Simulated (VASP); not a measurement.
Runs of VASP 6.6.1 on Rh. The structure is that of space group I4/mmm (No. 139), or close to it. The cells are those of the table. 

| cell | gap on the mesh (eV) | pressure (GPa) |
| --- | --- | --- |
| a = 2.693, b = 2.693, c = 2.824 Å, angles 58.4, 58.4, 63.2°, 1 atom | none | -14.9 |
| a = 2.693, b = 2.693, c = 2.555 Å, angles 61.7, 61.7, 56.6°, 1 atom | none | 13.4 |
| a = 2.657, b = 2.657, c = 2.756 Å, angles 58.8, 58.8, 62.5°, 1 atom | none | (b) |
| a = 2.623, b = 2.623, c = 2.689 Å, angles 59.2, 59.2, 61.7°, 1 atom | none | (a) |
| a = 2.690, b = 2.690, c = 2.756 Å, angles 59.2, 59.2, 61.6°, 1 atom | none | -10.9 |

Alike in all rows: task single point; level PBEsol; potentials or basis VASP PAW PBE potentials, release 64 (Rh_pv); no spin polarisation; k mesh 22 × 22 × 22; cutoff (eV) 520; smearing gaussian 0.15 eV.

**Question.** Estimate the missing entries.

**Answer.** (a) 11.0; (b) -3.9.

Caveats: the PAW data sets were made with another functional, which shifts forces and pressure a little.

A k mesh can miss the band edges, and the runs leave out spin-orbit coupling on Rh.

A gap of «none» marks levels without a gap at the run's occupations.
